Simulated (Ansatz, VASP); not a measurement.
This is a calculation of MgO for Ansatz 0.2.0.

The input input.yaml:

```yaml
crystal:
  lattice:
    - [2.9574785625, 0.0, 0.0]
    - [-1.4787392813, 2.5612515663, 0.0]
    - [0.0, 0.0, 2.6974267424]
  atoms:
    - { symbol: Mg, position: [0.0, 0.0, 0.0] }
    - { symbol: O, position: [0.3333333333, 0.6666666667, 0.5] }
hamiltonian:
  xc: pbe0
  pseudopotentials: { kind: paw }
kpoints:
  mp_grid: { grid: [6, 6, 6] }
scf:
  occupations: { method: fermi_dirac, width: 0.05 }
output:
  forces: true
  stress: true
  eigenvalues: true
```

Potentials or basis: Ansatz PAW.

Launch:

```console
$ ansatz run input.yaml --threads 2 --pin off --max-ram 5632MiB --backend cpu --events-out ev --progress --plain --runs-dir out
```

Translate it to VASP 6.6.1. Potentials there: VASP PAW PBE potentials, release 64 (Mg, O).

As run (the cutoff follows the program's own potentials):

POSCAR

```
MgO
1.0
    2.9574785625      0.0000000000      0.0000000000
   -1.4787392813      2.5612515663      0.0000000000
    0.0000000000      0.0000000000      2.6974267424
Mg O
1 1
Direct
    0.0000000000      0.0000000000      0.0000000000
    0.3333333333      0.6666666667      0.5000000000
```

The input INCAR.step1:

```
SYSTEM = MgO
ALGO = Normal
EDIFF = 1E-5
ENCUT = 520
GGA = PE
ISIF = 2
ISMEAR = -1
LASPH = .TRUE.
LCHARG = .FALSE.
LREAL = .FALSE.
LWAVE = .TRUE.
NBANDS = 11
NELM = 80
PREC = Accurate
SIGMA = 0.05
```

The input INCAR.step2:

```
SYSTEM = MgO
AEXX = 0.25
ALGO = Normal
EDIFF = 1E-6
ENCUT = 520
GGA = PE
ISIF = 2
ISMEAR = -1
ISTART = 1
LASPH = .TRUE.
LCHARG = .FALSE.
LHFCALC = .TRUE.
LREAL = .FALSE.
LWAVE = .FALSE.
NBANDS = 11
NELM = 80
PREC = Accurate
PRECFOCK = Normal
SIGMA = 0.05
```

Contents of KPOINTS:

```
k-points
0
G
  6 6 6
  0 0 0
```

Potentials or basis: VASP PAW PBE potentials, release 64 (Mg, O).

Command:

```sh
$ cat potpaw_PBE.64/Mg/POTCAR potpaw_PBE.64/O/POTCAR > POTCAR
$ cp INCAR.step1 INCAR
$ mpirun -np 1 vasp_std > vasp.out
$ cp INCAR.step2 INCAR
$ mpirun -np 1 vasp_std > vasp.out
```

Both were run:

|  | VASP | Ansatz | Ansatz less VASP |
| --- | --- | --- | --- |
| gap on the k mesh at the Fermi level (eV) | 5.14 | 5.16 | +0.026 |
| least direct gap on the mesh (eV) | 5.56 | 5.58 | +0.019 |
| pressure (GPa) | -8.6 | -8.1 | +0.44 |
| traceless stress, the component that is largest in VASP (GPa) | -1.33 | -1.28 | +0.049 |

With one functional, cell and mesh, what is left measures potentials, basis and numerics. VASP's potentials hold 8 valence electrons a cell and Ansatz's 16, so a difference there can come from the potentials and not from the codes.
